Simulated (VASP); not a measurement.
Input of a VASP 6.6.1 run:

File INCAR:

```
PREC     = Accurate       # precision mode
ENCUT    = 520            # plane-wave cutoff, eV
EDIFF    = 1E-6           # SCF threshold, eV
ISMEAR   = 0              # smearing method
SIGMA    = 0.1            # smearing width, eV
LREAL    = F              # projectors in reciprocal space
LASPH    = T              # aspherical terms in the spheres
NELM     = 80             # most SCF steps
ALGO     = Normal         # electronic algorithm
ISIF     = 2              # what is computed and relaxed
LWAVE    = F              # write WAVECAR
LCHARG   = T              # write CHGCAR
GGA      = PE             # functional
LELF     = T              # ELF
LVHAR    = T            
NBANDS   = 18             # bands
```

File KPOINTS:

```
Automatic mesh
0
Gamma
  4 4 4
```

POSCAR

```
Mg4Cd
1.0
    4.6479850700      0.0000000000      0.0000000000
    0.0000000000      4.6479850700      0.0000000000
    0.0000000000      0.0000000000      4.6479850700
Mg Cd
4 1
Direct
    0.2500000000      0.2500000000      0.2500000000
    0.7500000000      0.7500000000      0.2500000000
    0.2500000000      0.7500000000      0.7500000000
    0.7500000000      0.2500000000      0.7500000000
    0.0000000000      0.0000000000      0.0000000000
```

Potentials or basis: VASP PAW PBE potentials, release 64 (Mg, Cd).

Command:

```console
$ cat potpaw_PBE.64/Mg/POTCAR potpaw_PBE.64/Cd/POTCAR > POTCAR
$ mpirun -np 1 vasp_std > vasp.out
```

Predict the band gap on the k mesh.

zero (bands 10 and 11 overlap by 2.47 eV).

Estimate the pressure.

37.0 GPa.

Caveat: the cell stands under pressure.
